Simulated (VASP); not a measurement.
The system is Be2Si.

```
Si Be
1.0
     0.00000    2.64138    2.64138
     2.64138    0.00000    2.64138
     2.64138    2.64138    0.00000
Si Be
1 2
Direct
  0.00000 0.00000 0.00000
  0.25000 0.25000 0.25000
  0.75000 0.75000 0.75000
```

Base run:

* Program: VASP 6.6.1
* Functional: LDA
* Potentials or basis: VASP PAW LDA potentials, release 64 (Si, Be)
* Cutoff: 600 eV
* k mesh: 6 × 6 × 6
* Occupations: fermi-dirac, width 0.02 eV
* Spin: no spin polarisation

Its results: band gap on the k mesh zero (bands 4 and 5 overlap by 0.53 eV); pressure -3.8 GPa.

The run is repeated on the same cell with these changes: functional from LDA to PBE; potentials or basis from VASP PAW LDA potentials, release 64 (Si, Be) to VASP PAW PBE potentials, release 64 (Si, Be). What comes out?

Band gap on the k mesh zero (bands 4 and 5 overlap by 0.63 eV); pressure 0.1 GPa.

Caveats: the structure was generated, so it needn't be the stable form of Be2Si; the cell stands under tension (at least some runs).
